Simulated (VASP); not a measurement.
# WC (Fm-3m) in VASP: settings compared

The runs below take WC through vibrations by perturbation theory, elastic constants, with PBEsol, PBE.

Everything below comes from runs of VASP 6.6.1. Logs are shortened: lines on timing, memory, paths and dates and some standing lists are left out, and cuts for length are marked.

## 1. The cell of the first run

The structure is cubic, space group Fm-3m (No. 225). The conventional cell has a = 4.385 Å, b = 4.385 Å, c = 4.385 Å, α = 90.00°, β = 90.00°, γ = 90.00°. Within 2.9 Å of W (site symmetry m-3m) lie 6 C at 2.19 Å. Within 2.9 Å of C (site symmetry m-3m) lie 6 W at 2.19 Å.

## 2. Vibrations by perturbation theory, PBEsol

File INCAR:

```
SYSTEM = WC
  PREC = Accurate
  ENCUT = 520
  EDIFF = 1E-8
  ISMEAR = -1
  SIGMA = 0.05
  LREAL = .False.
  LASPH = .True.
  NELM = 60
  ALGO = Normal
  ISIF = 2
  LWAVE = .False.
  LCHARG = .False.
  GGA = PS
  IBRION = 8
  NSW = 1
```

File KPOINTS:

```
regular mesh
0
Gamma
  7 7 7
  0 0 0
```

File POSCAR:

```
WC
1.0
    0.0000000000      2.1926840000      2.1926840000
    2.1926840000      0.0000000000      2.1926840000
    2.1926840000      2.1926840000      0.0000000000
W C
1 1
Direct
    0.0000000000      0.0000000000      0.0000000000
    0.5000000000      0.5000000000      0.5000000000
```

Potentials or basis: VASP PAW PBE potentials, release 64 (W_sv, C).

Launch:

```
$ cat potpaw_PBE.64/W_sv/POTCAR potpaw_PBE.64/C/POTCAR > POTCAR
$ mpirun -np 1 vasp_std > vasp.out
```

OUTCAR:

```text
SYSTEM = WC
   PREC = Accurate
   ENCUT = 520
   EDIFF = 1E-8
   ISMEAR = -1
   LREAL = .False.
   LASPH = .True.
   NELM = 60
   ISIF = 2
   GGA = PS
   IBRION = 8
   NSW = 1

 ion  position               nearest neighbor table
   1  0.000  0.000  0.000-   2 2.19   2 2.19   2 2.19   2 2.19   2 2.19   2 2.19
   2  0.500  0.500  0.500-   1 2.19   1 2.19   1 2.19   1 2.19   1 2.19   1 2.19

  LATTYP: Found a face centered cubic cell.
 ALAT       =     4.3853680000

  Lattice vectors:

 A1 = (   0.0000000000,   2.1926840000,   2.1926840000)
 A2 = (   2.1926840000,   0.0000000000,   2.1926840000)
 A3 = (   2.1926840000,   2.1926840000,   0.0000000000)

Analysis of symmetry for initial positions (statically):
=====================================================================
 Subroutine PRICEL returns:
 Original cell was already a primitive cell.

 Routine SETGRP: Setting up the symmetry group for a
 face centered cubic supercell.

 Subroutine GETGRP returns: Found 48 space group operations
 (whereof 48 operations were pure point group operations)
 out of a pool of 48 trial point group operations.

The static configuration has the point symmetry O_h .

Analysis of symmetry for dynamics (positions and initial velocities):
=====================================================================
 Subroutine PRICEL returns:
 Original cell was already a primitive cell.

 Routine SETGRP: Setting up the symmetry group for a
 face centered cubic supercell.

 Subroutine GETGRP returns: Found 48 space group operations
 (whereof 48 operations were pure point group operations)
 out of a pool of 48 trial point group operations.

The dynamic configuration has the point symmetry O_h .

 Subroutine INISYM returns: Found 48 space group operations
 (whereof 48 operations are pure point group operations),
 and found     1 'primitive' translations

----------------------------------------------------------------------------------------

                                     Primitive cell

  volume of cell :      21.0842

  direct lattice vectors                    reciprocal lattice vectors
     0.000000000  2.192684000  2.192684000    -0.228031034  0.228031034  0.228031034
     2.192684000  0.000000000  2.192684000     0.228031034 -0.228031034  0.228031034
     2.192684000  2.192684000  0.000000000     0.228031034  0.228031034 -0.228031034

  length of vectors
     3.100923451  3.100923451  3.100923451     0.394961337  0.394961337  0.394961337

  position of ions in fractional coordinates (direct lattice)
     0.000000000  0.000000000  0.000000000
     0.500000000  0.500000000  0.500000000

  ion indices of the primitive-cell ions
   primitive index   ion index
                 1           1
                 2           2

----------------------------------------------------------------------------------------

 KPOINTS: regular mesh

Automatic generation of k-mesh.
 Grid dimensions read from file:
 generate k-points for:    7    7    7

 Generating k-lattice:

  Cartesian coordinates                     Fractional coordinates (reciprocal lattice)
    -0.032575862  0.032575862  0.032575862     0.142857143  0.000000000  0.000000000
     0.032575862 -0.032575862  0.032575862     0.000000000  0.142857143  0.000000000
     0.032575862  0.032575862 -0.032575862     0.000000000  0.000000000  0.142857143

  Length of vectors
     0.056423048  0.056423048  0.056423048

  Shift w.r.t. Gamma in fractional coordinates (k-lattice)
     0.000000000  0.000000000  0.000000000

 Subroutine IBZKPT returns following result:
 ===========================================

[... 76 lines left out ...]
 maximum number of plane-waves:       577
   NGX = 11   NGY = 11   NGZ = 11

--------------------------------------- Ionic step        1  -------------------------------------------

 number of electron      18.0000001 magnetization

 Free energy of the ion-electron system (eV)
  ---------------------------------------------------
  ext. energy  EPLUGINS =         0.00000000
  ---------------------------------------------------
  free energy    TOTEN  =       -23.00989444 eV

  energy without entropy =      -23.00407373  energy(sigma->0) =      -23.00698408

 E-fermi :  12.0231     XC(G=0): -13.8438

 val. band max:       11.9224939549   @ k =  -0.1429   0.1429   0.0000
 cond. band min:      12.1554541103   @ k =   0.2857   0.1429   0.0000
 fundamental gap:      0.2329601554
 Fermi energy:        12.0231423504

 k-point     1 :       0.0000    0.0000    0.0000
  band No.  band energies     occupation
      1     -63.1510      2.00000
      2     -27.1438      2.00000
      3     -27.1438      2.00000
      4     -27.1438      2.00000
      5      -3.5221      2.00000
      6       9.4802      2.00000
      7       9.4802      2.00000
      8       9.4802      2.00000
      9      11.2329      2.00000
     10      11.2329      2.00000
     11      11.2329      2.00000
     12      11.2621      2.00000
     13      11.2621      2.00000
[... 292 lines left out ...]
      2     -27.5367      2.00000
      3     -27.5083      2.00000
      4     -27.3262      2.00000
      5      -0.2918      2.00000
      6       5.2480      2.00000
      7       6.2301      2.00000
      8       6.6708      2.00000
      9      11.8874      1.87586
     10      13.1078      0.00000
     11      14.6486      0.00000
     12      16.3325      0.00000
     13      17.4289      0.00000

------------------------ aborting loop because EDIFF is reached ----------------------------------------

  FORCE on cell =-STRESS in cart. coord.  units (eV):
  Direction    XX          YY          ZZ          XY          YZ          ZX
  --------------------------------------------------------------------------------------
  -------------------------------------------------------------------------------------
  Total       -1.2347267     -1.2347267     -1.2347267      0.0000000      0.0000000      0.0000000
  in kB      -93.8260167    -93.8260167    -93.8260167      0.0000000      0.0000000      0.0000000
  external PRESSURE =     -93.8260167 kB  Pullay stress =       0.0000000 kB

 VOLUME and BASIS-vectors are now :
 -----------------------------------------------------------------------------
  energy-cutoff  :      520.00
  volume of cell :       21.08
      direct lattice vectors                 reciprocal lattice vectors
     0.000000000  2.192684000  2.192684000    -0.228031034  0.228031034  0.228031034
     2.192684000  0.000000000  2.192684000     0.228031034 -0.228031034  0.228031034
     2.192684000  2.192684000  0.000000000     0.228031034  0.228031034 -0.228031034

 POSITION                                       TOTAL-FORCE (eV/Angst)
 -----------------------------------------------------------------------------------
      0.00000      0.00000      0.00000        -0.000000      0.000000     -0.000000
      2.19268      2.19268      2.19268         0.000000     -0.000000      0.000000
 -----------------------------------------------------------------------------------
    total drift:                                0.000000     -0.000000     -0.000000

  FREE ENERGIE OF THE ION-ELECTRON SYSTEM (eV)
  ---------------------------------------------------
  free  energy   TOTEN  =       -23.0098944402 eV

  energy  without entropy=      -23.0040737257  energy(sigma->0) =      -23.00698408

[... ionic steps 2 to 3 ...]

--------------------------------------- Ionic step        4  -------------------------------------------

------------------------ aborting loop because EDIFF is reached ----------------------------------------

[... ionic steps 5 to 6 ...]

--------------------------------------- Ionic step        7  -------------------------------------------

 Free energy of the ion-electron system (eV)
  ---------------------------------------------------
  ---------------------------------------------------
  free energy    TOTEN  =        -0.12097631 eV

  energy without entropy =       -0.12097631

------------------------ aborting loop because EDIFF is reached ----------------------------------------

 INTERNAL STRAIN TENSOR  FOR ION    2  DIRECTION 1   (eV/Angst):
 -----------------------------------------------------------------------------
    -0.00706 -0.00000 -0.00000
    -0.00000  0.00711 -0.00000
     0.00000 -0.00000  0.00711

 INTERNAL STRAIN TENSOR FOR ION    2 for displacements in x,y,z  (eV/Angst):
          X           Y           Z          XY          YZ          ZX
  --------------------------------------------------------------------------------
  x     0.00000     0.00000     0.00000     0.00000     0.00000     0.00000
  y     0.00000     0.00000     0.00000     0.00000     0.00000     0.00000
  z     0.00000     0.00000     0.00000     0.00000     0.00000     0.00000

 SECOND DERIVATIVES (NOT SYMMETRIZED)
 ------------------------------------
               1X          1Y          1Z          2X          2Y          2Z
  1X    -6.531786    0.000000    0.000000    6.531786    0.000000    0.000000
  1Y     0.000000   -6.531786    0.000000    0.000000    6.531786    0.000000
  1Z     0.000000    0.000000   -6.531786    0.000000    0.000000    6.531786
  2X     6.542509    0.000000    0.000000   -6.542509    0.000000    0.000000
  2Y     0.000000    6.542509    0.000000    0.000000   -6.542509    0.000000
  2Z     0.000000    0.000000    6.542509    0.000000    0.000000   -6.542509

 Eigenvectors and eigenvalues of the dynamical matrix
 ----------------------------------------------------

   1 f  =   11.908406 THz    74.822723 2PiTHz  397.221675 cm-1    49.249189 meV
             X         Y         Z           dx          dy          dz
      0.000000  0.000000  0.000000     0.000000    0.247447    0.000000
      2.192684  2.192684  2.192684     0.000000   -0.968902    0.000000
[... 21 lines left out ...]
   6 f/i=    0.002341 THz     0.014712 2PiTHz    0.078103 cm-1     0.009683 meV
             X         Y         Z           dx          dy          dz
      0.000000  0.000000  0.000000     0.000000    0.000000    0.968902
      2.192684  2.192684  2.192684     0.000000    0.000000    0.247447

--------------------------------------------------------------------------------------------------------

 ELASTIC MODULI CONTR FROM IONIC RELAXATION (kBar)
 Direction    XX          YY          ZZ          XY          YZ          ZX
 --------------------------------------------------------------------------------
 XX           0.0000      0.0000      0.0000      0.0000      0.0000      0.0000
 YY           0.0000      0.0000      0.0000      0.0000      0.0000      0.0000
 ZZ           0.0000      0.0000      0.0000      0.0000      0.0000      0.0000
 XY           0.0000      0.0000      0.0000      0.0000      0.0000      0.0000
 YZ           0.0000      0.0000      0.0000      0.0000      0.0000      0.0000
 ZX           0.0000      0.0000      0.0000      0.0000      0.0000      0.0000
 --------------------------------------------------------------------------------
```

Wall time 83 s (1 thread of Intel Xeon 8259CL, shared host); peak memory 0.17 GiB.

Results:

* Highest phonon frequency at Γ: 397 cm⁻¹

Phonon frequencies in cm⁻¹ (negative: imaginary):
| q point | frequencies |
| --- | --- |
| (0.000, 0.000, 0.000) | 0 0 0 397 397 397 |

Caveat: the cell stands under pressure or tension, which shifts response properties; the PAW data sets were made with another functional, which shifts forces and pressure a little; spin-orbit coupling is left out, which moves the levels of the heavy elements.

## 3. Elastic constants, PBE

File INCAR:

```
SYSTEM = WC
ALGO     = Normal         ! electronic algorithm
EDIFF    = 1E-8           ! SCF threshold, eV
ENCUT    = 600            ! plane-wave cutoff, eV
GGA      = PE             ! functional
IBRION   = 6              ! ionic algorithm
ISIF     = 3              ! what is computed and relaxed
ISMEAR   = -1             ! smearing method
LASPH    = .True.         ! aspherical terms in the spheres
LCHARG   = .False.        ! write CHGCAR
LREAL    = .False.        ! projectors in reciprocal space
LWAVE    = .False.        ! write WAVECAR
NELM     = 100            ! most SCF steps
NFREE    = 2            
NSW      = 1              ! ionic steps
POTIM    = 0.015          ! step
PREC     = Accurate       ! precision mode
SIGMA    = 0.05           ! smearing width, eV
```

File KPOINTS:

```
k-points
0
Gamma
  7 7 7
  0 0 0
```

POSCAR is that of step 2.

Potentials or basis: VASP PAW PBE potentials, release 64 (W_sv, C).

Launch:

```
$ cat potpaw_PBE.64/W_sv/POTCAR potpaw_PBE.64/C/POTCAR > POTCAR
$ mpirun -np 1 vasp_std > vasp.out
```

Wall time 8.7 min (1 thread of Intel Xeon 8259CL, shared host); peak memory 0.21 GiB.

It converged, with:

| Item | Value |
| --- | --- |
| Elastic constants C11, C12, C44 | 795, 150, 176 GPa |
| Voigt bulk modulus | 365 GPa |
| Highest phonon frequency at Γ | 398 cm⁻¹ |

Phonon frequencies in cm⁻¹ (negative: imaginary):
```tsv
q point	frequencies
(0.000, 0.000, 0.000)	0 0 0 398 398 398
```

Elastic tensor in Voigt notation (GPa, in the Cartesian axes of the cell as first typed):
```
795 150 150   0   0   0
150 795 150   0   0   0
150 150 795   0   0   0
  0   0   0 176   0   0
  0   0   0   0 176   0
  0   0   0   0   0 176
```

Clamped-ion elastic tensor (GPa):
```
795 150 150   0   0   0
150 795 150   0   0   0
150 150 795   0   0   0
  0   0   0 176   0   0
  0   0   0   0 176   0
  0   0   0   0   0 176
```

Caveat: spin-orbit coupling is left out, which moves the levels of the heavy elements.
